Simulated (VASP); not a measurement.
Input of a VASP 6.6.1 run:

The input POSCAR:

```
WS2
1.0
    3.1819466987      0.0000000000      0.0000000000
   -1.5909733493      2.7556466745      0.0000000000
    0.0000000000      0.0000000000     13.0608472223
W S
2 4
Direct
    0.6666666667      0.3333333333      0.7500000000
    0.3333333333      0.6666666667      0.2500000000
    0.6666666667      0.3333333333      0.3694062127
    0.3333333333      0.6666666667      0.8694062127
    0.6666666667      0.3333333333      0.1305937873
    0.3333333333      0.6666666667      0.6305937873
```

Contents of INCAR.step1:

```
PREC = Accurate
ENCUT = 520
ISMEAR = -1
SIGMA = 0.05
LREAL = F
LASPH = T
NELM = 60
NBANDS = 35
GGA = PE
ALGO = Normal
EDIFF = 1E-4
LWAVE = T
LCHARG = F
```

INCAR.step2

```
PREC = Accurate
ENCUT = 520
EDIFF = 1E-6
ISMEAR = -1
SIGMA = 0.05
LREAL = F
LASPH = T
NELM = 60
ALGO = Normal
ISIF = 2
LWAVE = F
LCHARG = T
METAGGA = R2SCAN
LMIXTAU = T
LELF = T
LVHAR = T
NBANDS = 35
ISTART = 1
```

The input KPOINTS:

```
regular mesh
0
Gamma
  10 10 3
```

Potentials or basis: VASP PAW PBE potentials, release 64 (W_sv, S).

Run with:

```sh
$ cat potpaw_PBE.64/W_sv/POTCAR potpaw_PBE.64/S/POTCAR > POTCAR
$ cp INCAR.step1 INCAR
$ mpirun -np 1 vasp_std > vasp.out
$ cp INCAR.step2 INCAR
$ mpirun -np 1 vasp_std > vasp.out
```

Task: Estimate the band gap on the k mesh.

Result: 1.46 eV (least direct gap 2.23 eV).

Task: Estimate the largest force.

Result: 0.017 eV/Å.

Task: Estimate the pressure.

Result: 0.1 GPa.

Forces in eV/Å, atoms in the order of the input:
```
W    0.000  0.000  0.000
W    0.000  0.000  0.000
S    0.000  0.000  0.017
S    0.000  0.000  0.017
S    0.000  0.000 -0.017
S    0.000  0.000 -0.017
```

Caveat: the PAW data sets were made with another functional, which shifts forces and pressure a little; spin-orbit coupling is left out, which moves the levels of the heavy elements; an odd mesh through Γ misses points on the zone boundary, where band edges can lie.
